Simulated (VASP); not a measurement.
The system is LiTaO2.

```
Li Ta O
1.0
     3.83545    0.00000    0.00000
    -1.91772    3.32160    0.00000
     0.00000    0.00000    5.32745
Li Ta O
1 1 2
Direct
  0.00000 0.00000 0.50000
  0.00000 0.00000 0.00000
  0.66667 0.33333 0.29352
  0.33333 0.66667 0.70648
```

```yaml
Program: VASP 6.6.1
Task: relaxation of cell and atoms
Functional: PBE
Potentials_or_basis: VASP PAW PBE potentials, release 64 (Li_sv, Ta_pv, O)
Cutoff: 600 eV
k_mesh: 6 × 6 × 4
Occupations: gaussian, width 0.1 eV
Spin: no spin polarisation
```

At the start: pressure -31.6 GPa; volume 16.97 Å³/atom.

Question: How do energy, volume and symmetry change on relaxing?

Answer: Over 10 steps the energy falls by 1944.4 meV/atom and the volume is 9.83 Å³/atom (-42.1 %); space group P-3m1 (No. 164, to 0.05 Å).

Step by step:
```
step  energy change (eV)  largest force (eV/Å)  pressure (GPa)  volume (Å³)
   1              0.0000                3.2780          -31.57        67.87
   2             -6.9779                0.1514           -4.14        39.73
   3             -7.0721                0.6766            7.50        37.82
   4             -7.7104                0.0706            9.80        37.08
   5             -7.7130                0.0173            9.56        37.12
   6             -7.7198                0.9172           -7.72        40.20
   7             -7.7577                0.5118           -0.18        38.68
   8             -7.7732                0.1668           -0.09        39.06
   9             -7.7753                0.0062           -0.04        39.26
  10             -7.7775                0.0104            0.02        39.31
```

Final structure:
```xyz
4
Lattice="2.8590 0.0000 0.0000 -1.4295 2.4760 0.0000 0.0000 0.0000 5.5531" Properties=species:S:1:pos:R:3 pbc="T T T"
Li    0.0000    0.0000    2.7766
Ta    0.0000    0.0000    5.5531
O     1.4295    0.8253    1.4213
O     0.0000    1.6507    4.1318
```

Caveat: the cutoff is under 1.25 times the usual one of these potentials, so pressure, stress and relaxed cells hold a basis-set (Pulay) error; the volume moved by over 15 % at a fixed basis, so the end points are rough.
